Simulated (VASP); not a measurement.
Set up this calculation in VASP 6.6.1, as the native input.

| Property | Result |
| --- | --- |
| Task | single point |
| Functional | r2SCAN |
| Potentials or basis | VASP PAW PBE potentials, release 64 (Ge_d) |
| Cutoff | 520 eV |
| k mesh | 12 × 12 × 12 |
| Occupations | gaussian, width 0.05 eV |
| Spin | no spin polarisation |
| Dipole correction | no |
| Further INCAR settings | ALGO = Normal; EDIFF = 1e-06; NBANDS = 21 |

Crystal: Ge.

```
Ge
1.0
     0.00000    2.59189    3.36946
     2.59189    0.00000    3.36946
     2.59189    2.59189    0.00000
Ge
2
Direct
  0.50000 0.50000 0.50000
  0.75000 0.75000 0.75000
```

This cell differs from its parent crystal: ratio of the length along z to the lengths across it x 1.3, volume and fractional coordinates fixed.

One way to write it, as run:

POSCAR

```
Ge
1.0
    0.0000000000      2.5918897254      3.3694566430
    2.5918897254      0.0000000000      3.3694566430
    2.5918897254      2.5918897254      0.0000000000
Ge
2
Direct
    0.5000000000      0.5000000000      0.5000000000
    0.7500000000      0.7500000000      0.7500000000
```

INCAR.step1

```
SYSTEM = Ge
PREC = Accurate ; ENCUT = 520
ISMEAR = 0 ; SIGMA = 0.05
LREAL = .False. ; LASPH = .True.
NELM = 60 ; NBANDS = 21
GGA = PE ; ALGO = Normal
EDIFF = 1E-4 ; LWAVE = .True.
LCHARG = .False.
```

INCAR.step2

```
SYSTEM = Ge
PREC = Accurate ; ENCUT = 520
EDIFF = 1E-6 ; ISMEAR = 0
SIGMA = 0.05 ; LREAL = .False.
LASPH = .True. ; NELM = 60
ALGO = Normal ; ISIF = 2
LWAVE = .False. ; LCHARG = .False.
METAGGA = R2SCAN ; LMIXTAU = .True.
NBANDS = 21 ; ISTART = 1
```

KPOINTS

```
regular mesh
0
Gamma
  12 12 12
  0 0 0
```

Potentials or basis: VASP PAW PBE potentials, release 64 (Ge_d).

Launch:

```console
$ cat potpaw_PBE.64/Ge_d/POTCAR > POTCAR
$ cp INCAR.step1 INCAR
$ mpirun -np 1 vasp_std > vasp.out
$ cp INCAR.step2 INCAR
$ mpirun -np 1 vasp_std > vasp.out
```

Results of the run:

```json
{
 "Pressure": "1.3 GPa",
 "Band gap on the k mesh": "zero (bands 14 and 15 overlap by 0.89 eV)"
}
```

Caveat: the stress differs along the axes, from -14 to 9 GPa; the PAW data sets were made with another functional, which shifts forces and pressure a little.

It took 2.7 min on 1 thread of Intel(R) Xeon(R) 6975P-C (Granite Rapids), on a shared host, peak memory 0.26 GiB.
